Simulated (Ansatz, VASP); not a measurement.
Mg: VASP beside Ansatz

The input INCAR:

```
SYSTEM = Mg
PREC     = Accurate       ! precision mode
ENCUT    = 520            ! plane-wave cutoff, eV
EDIFF    = 1E-6           ! SCF threshold, eV
ISMEAR   = 0              ! smearing method
SIGMA    = 0.1            ! smearing width, eV
LREAL    = .False.        ! projectors in reciprocal space
LASPH    = .True.         ! aspherical terms in the spheres
NELM     = 60             ! most SCF steps
ALGO     = Fast           ! electronic algorithm
ISIF     = 2              ! what is computed and relaxed
LWAVE    = .False.        ! write WAVECAR
LCHARG   = .False.        ! write CHGCAR
GGA      = PE             ! functional
NBANDS   = 7              ! bands
```

The input KPOINTS:

```
regular mesh
0
Gamma
  16 16 16
  0 0 0
```

File POSCAR:

```
Mg
1.0
   -1.8249586960      1.8249586960      1.8249586960
    1.8249586960     -1.8249586960      1.8249586960
    1.8249586960      1.8249586960     -1.8249586960
Mg
1
Direct
    0.0000000000      0.0000000000      0.0000000000
```

Input for Ansatz:

```yaml
crystal:
  lattice:
    - [-1.824958696, 1.824958696, 1.824958696]
    - [1.824958696, -1.824958696, 1.824958696]
    - [1.824958696, 1.824958696, -1.824958696]
  atoms:
    - { symbol: Mg, position: [0.0, 0.0, 0.0] }
basis:
  ecutwfc: 420
kpoints:
  mp_grid: { grid: [16, 16, 16] }
hamiltonian:
  xc: pbe
scf:
  occupations: { method: gaussian, width: 0.1 }
output:
  forces: true
  stress: true
  eigenvalues: true
```

Alike in both runs: task single point; functional PBE; k mesh 16 × 16 × 16; occupations gaussian, width 0.1 eV; no spin polarisation.

```csv
,VASP,Ansatz
version,VASP 6.6.1,Ansatz 0.2.0
potentials or method,"VASP PAW PBE potentials, release 64 (Mg), cutoff 520 eV","scalar-relativistic, plane waves, PAW"
valence electrons in the cell,2,10
```

VASP gave:

- gap on the k mesh at the Fermi level (eV): none
- pressure (GPa): -1.9

Task: Which values does Ansatz return?

Result: gap on the k mesh at the Fermi level (eV): none; pressure (GPa): -1.8.

A gap of «none» marks a metal or a gap that the smearing closes. VASP's potentials hold 2 valence electrons a cell and Ansatz's 10, so a difference there can come from the potentials and not from the codes.
